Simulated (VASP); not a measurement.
# B: relaxation of cell and atoms with PBEsol

The system is B.

```xyz
4
Lattice="2.2035 0.0000 0.0000 -1.1017 1.9083 0.0000 0.0000 0.0000 7.1067" Properties=species:S:1:pos:R:3 pbc="T T T"
B     0.0000    0.0000    0.0000
B     0.0000    0.0000    3.5534
B     0.0000    1.2722    5.3300
B     1.1017    0.6361    1.7767
```

This isn't the form of B at room conditions, which is rhombohedral.

```
Program                : VASP 6.6.1
Task                   : relaxation of cell and atoms
Functional             : PBEsol
Potentials or basis    : VASP PAW PBE potentials, release 64 (B_h)
Cutoff                 : 1230 eV
k mesh                 : 9 × 9 × 4
Occupations            : gaussian, width 0.1 eV
Spin                   : no spin polarisation
Dipole correction      : no
Further INCAR settings : ALGO = Normal; EDIFF = 1e-07; IBRION = 2; EDIFFG = -0.04; NSW = 90; ISIF = 3
```

The relaxed volume is 6.37 Å³/atom and the relaxed cell is a = 2.323 Å, b = 2.323 Å, c = 5.449 Å, α = 90.00°, β = 90.00°, γ = 120.00°. The space group after relaxing (to 0.1 Å) is P6_3/mmc (No. 194) and the energy gained by relaxing is 387.0 meV/atom. The ionic steps are 20 and the pressure after relaxing is -0.1 GPa. The band gap on the k mesh is zero (bands 6 and 7 overlap by 9.62 eV).

Stress tensor (GPa, compression positive):
```
 0.21  0.00  0.00
 0.00  0.21  0.00
 0.00  0.00 -0.74
```

The path:
```csv
step,energy change (eV),largest force (eV/Å),pressure (GPa),volume (Å³)
1,0.0000,0.0000,-39.99,29.88
2,-0.9552,0.0000,12.74,22.52
3,-0.9885,0.0000,0.76,23.44
4,-1.0313,0.0000,1.88,23.39
5,-1.0205,0.0000,8.61,23.19
6,-1.0627,0.0000,3.92,23.71
7,-1.1992,0.0000,-7.13,25.29
8,-1.2989,0.0000,-22.61,28.49
9,-1.2838,0.0000,-13.73,26.36
10,-1.3295,0.0000,-18.35,27.42
11,-1.3315,0.0000,-19.14,27.61
12,-1.3349,0.0000,-19.50,27.70
13,-1.3381,0.0000,-20.11,27.86
14,-1.3441,0.0000,-19.88,27.82
15,-1.3618,0.0000,-19.18,27.71
16,-1.3951,0.0000,-17.71,27.48
17,-1.4526,0.0000,-14.45,27.03
18,-1.5280,0.0000,-6.89,26.16
19,-1.5033,0.0000,11.51,24.45
20,-1.5478,0.0000,-0.10,25.47
```

Final structure:
```cif
data_structure
_symmetry_space_group_name_H-M 'P 1'
_symmetry_Int_Tables_number 1
_cell_length_a 2.3233
_cell_length_b 2.3233
_cell_length_c 5.4490
_cell_angle_alpha 90.000
_cell_angle_beta 90.000
_cell_angle_gamma 120.000
_cell_volume 25.47
loop_
_atom_site_label
_atom_site_type_symbol
_atom_site_fract_x
_atom_site_fract_y
_atom_site_fract_z
_atom_site_occupancy
B1 B 0.00000 0.00000 0.00000 1
B2 B 0.00000 0.00000 0.50000 1
B3 B 0.33333 0.66667 0.75000 1
B4 B 0.66667 0.33333 0.25000 1
```

Levels at points of the mesh, in eV from the Fermi level:
```
           k point  band 2  band 3  band 4  band 5  band 6  band 7  band 8  band 9  band 10
(0.00, 0.00, 0.00)  -13.67  -13.66   -4.72    3.48    6.54    6.54    8.74    8.74     9.37
(0.00, 0.00, 0.50)  -16.65   -8.88   -8.88    7.25    7.25    7.25    7.25    9.22     9.22
```

Wall time 2.8 min on 1 thread of Intel(R) Xeon(R) 6975P-C (Granite Rapids), with other jobs on the host, peak memory 0.25 GiB.

Caveat: the k points lie up to 0.35 Å⁻¹ apart in the final cell, too coarse for converged energies and pressures of a metal; a cell axis changed by over 15 % at a fixed basis, so the end point is rough; the PAW data sets were made with another functional, which shifts forces and pressure a little.
